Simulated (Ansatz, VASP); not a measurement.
Two plane-wave programs on Si3N4

INCAR

```
ALGO = Normal
EDIFF = 1E-7
ENCUT = 520
GGA = PE
ISIF = 2
ISMEAR = -1
LASPH = True
LCHARG = False
LREAL = False
LWAVE = False
NBANDS = 45
NELM = 80
PREC = Accurate
SIGMA = 0.02
```

The input KPOINTS:

```
k-points
0
Gamma
  6 6 8
```

POSCAR

```
Si3N4
1.0
    7.8338339775      0.0000000000      0.0000000000
   -3.9169169887      6.7842992335      0.0000000000
    0.0000000000      0.0000000000      2.9928158604
Si N
6 8
Direct
    0.2264732742      0.8207171816      0.7500000000
    0.4057560927      0.2264732742      0.2500000000
    0.8207171816      0.5942439073      0.2500000000
    0.1792828184      0.4057560927      0.7500000000
    0.5942439073      0.7735267258      0.7500000000
    0.7735267258      0.1792828184      0.2500000000
    0.3333333333      0.6666666667      0.7500000000
    0.6666666667      0.3333333333      0.2500000000
    0.9647105422      0.6688668893      0.7500000000
    0.2958436529      0.9647105422      0.2500000000
    0.6688668893      0.7041563471      0.2500000000
    0.3311331107      0.2958436529      0.7500000000
    0.0352894578      0.3311331107      0.2500000000
    0.7041563471      0.0352894578      0.7500000000
```

Input for Ansatz:

```yaml
crystal:
  lattice:
    - [7.8338339775, 0.0, 0.0]
    - [-3.9169169887, 6.7842992335, 0.0]
    - [0.0, 0.0, 2.9928158604]
  atoms:
    - { symbol: Si, position: [0.2264732742, 0.8207171816, 0.75] }
    - { symbol: Si, position: [0.4057560927, 0.2264732742, 0.25] }
    - { symbol: Si, position: [0.8207171816, 0.5942439073, 0.25] }
    - { symbol: Si, position: [0.1792828184, 0.4057560927, 0.75] }
    - { symbol: Si, position: [0.5942439073, 0.7735267258, 0.75] }
    - { symbol: Si, position: [0.7735267258, 0.1792828184, 0.25] }
    - { symbol: "N", position: [0.3333333333, 0.6666666667, 0.75] }
    - { symbol: "N", position: [0.6666666667, 0.3333333333, 0.25] }
    - { symbol: "N", position: [0.9647105422, 0.6688668893, 0.75] }
    - { symbol: "N", position: [0.2958436529, 0.9647105422, 0.25] }
    - { symbol: "N", position: [0.6688668893, 0.7041563471, 0.25] }
    - { symbol: "N", position: [0.3311331107, 0.2958436529, 0.75] }
    - { symbol: "N", position: [0.0352894578, 0.3311331107, 0.25] }
    - { symbol: "N", position: [0.7041563471, 0.0352894578, 0.75] }
kpoints:
  mp_grid: { grid: [6, 6, 8] }
  band_path:
    path:
      - [0.0, 0.0, 0.0]
      - [0.5, 0.0, 0.0]
      - [0.3333333333, 0.3333333333, 0.0]
      - [0.0, 0.0, 0.5]
      - [0.5, 0.0, 0.5]
      - [0.3333333333, 0.3333333333, 0.5]
      - [0.0, 0.0, 0.182292]
    npoints: 1
hamiltonian:
  xc: pbe
scf:
  occupations: { method: fermi_dirac, width: 0.02 }
  n_extra_bands: 7
output:
  forces: true
  stress: true
  eigenvalues: true
```

Change from the starting cell: hydrostatic strain +3.0%.

Alike in both runs: task single point; functional PBE; k mesh 6 × 6 × 8; occupations fermi-dirac, width 0.02 eV; no spin polarisation.

|  | VASP | Ansatz |
| --- | --- | --- |
| version | VASP 6.6.1 | Ansatz 0.2.0 |
| potentials or method | VASP PAW PBE potentials, release 64 (Si, N) | plane waves, PAW |
| plane-wave cutoff (eV) | 520 | 420 |
| valence electrons in the cell | 64 | 64 |

|  | VASP | Ansatz | Ansatz less VASP |
| --- | --- | --- | --- |
| gap on the k mesh at the Fermi level (eV) | 3.94 | 3.93 | -0.015 |
| pressure (GPa) | -13.8 | -13.5 | +0.24 |
| traceless stress, the component that is largest in VASP (GPa) | -0.61 | -0.58 | +0.024 |
| rms of the force components (eV/Å) | 0.016 | 0.016 | 0.0000 |

Atom by atom the forces differ by 0.001 eV/Å (rms over components). With one functional, cell and mesh, what is left measures potentials, basis and numerics.
